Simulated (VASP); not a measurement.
Here is a VASP 6.6.1 calculation.

Contents of INCAR:

```
SYSTEM = KZnF3
PREC = Accurate
ENCUT = 520
EDIFF = 1E-6
ISMEAR = 0
SIGMA = 0.02
LREAL = .FALSE.
LASPH = .TRUE.
NELM = 100
ALGO = Normal
ISIF = 2
LWAVE = .FALSE.
LCHARG = .FALSE.
GGA = PS
NBANDS = 29
```

KPOINTS

```
regular mesh
0
G
  6 6 6
  0 0 0
```

File POSCAR:

```
KZnF3
1.0
    4.1734988201      0.0000000000      0.0000000000
    0.0000000000      4.1734988201      0.0000000000
    0.0000000000      0.0000000000      3.9790056712
K Zn F
1 1 3
Direct
    0.0000000000      0.0000000000      0.0000000000
    0.5000000000      0.5000000000      0.5000000000
    0.0000000000      0.5000000000      0.5000000000
    0.5000000000      0.0000000000      0.5000000000
    0.5000000000      0.5000000000      0.0000000000
```

Potentials or basis: VASP PAW PBE potentials, release 64 (K_sv, Zn, F).

Run with:

```sh
$ cat potpaw_PBE.64/K_sv/POTCAR potpaw_PBE.64/Zn/POTCAR potpaw_PBE.64/F/POTCAR > POTCAR
$ mpirun -np 1 vasp_std > vasp.out
```

Predict the pressure.

-2.4 GPa.

What does it give for the band gap on the k mesh?

3.42 eV (least direct gap 5.13 eV).

Stress tensor (GPa, compression positive):
```
-3.67  0.00  0.00
 0.00 -3.67  0.00
 0.00  0.00  0.02
```

Caveat: the cell differs from its parent crystal (biaxial strain in the a-b plane: +3.0 %); the PAW data sets were made with another functional, which shifts forces and pressure a little. A k mesh can miss the band edges.
